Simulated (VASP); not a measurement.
Runs of VASP 6.6.1 on KNb3O. The structure is that of space group Pm-3m (No. 221), or close to it. The cells are those of the table. The cell was built from a structure type or drawn by symmetry, and may not be a known phase.

```csv
task,spin,cell,k mesh,cutoff (eV),gap on the mesh (eV),pressure (GPa),relaxed volume (Å³/atom)
single point,off,"a = 4.428 Å, 5 atoms",4 × 4 × 4,520,none,0.2,-
relaxation of cell and atoms,off,"relaxed from a = 4.319 Å, 5 atoms",4 × 4 × 4,600,none,0.0,17.40
single point,"collinear, zero start","a = 4.319 Å, 5 atoms",4 × 4 × 4,520,none,10.6,-
single point,off,"a = 4.434 Å, 5 atoms",8 × 8 × 8,520,none,0.0,-
relaxation of cell and atoms,off,"relaxed from a = 4.428 Å, 5 atoms",8 × 8 × 8,600,none,0.0,(a)
```

Alike in all rows: level PBE; potentials or basis VASP PAW PBE potentials, release 64 (K_sv, Nb_sv, O); smearing gaussian 0.1 eV.

Question: Estimate the missing entries.

Answer: (a) 17.43.

Caveats: some runs use coarse meshes.

A k mesh can miss the band edges, and the runs leave out spin-orbit coupling on Nb.

A gap of «none» marks levels without a gap at the run's occupations.
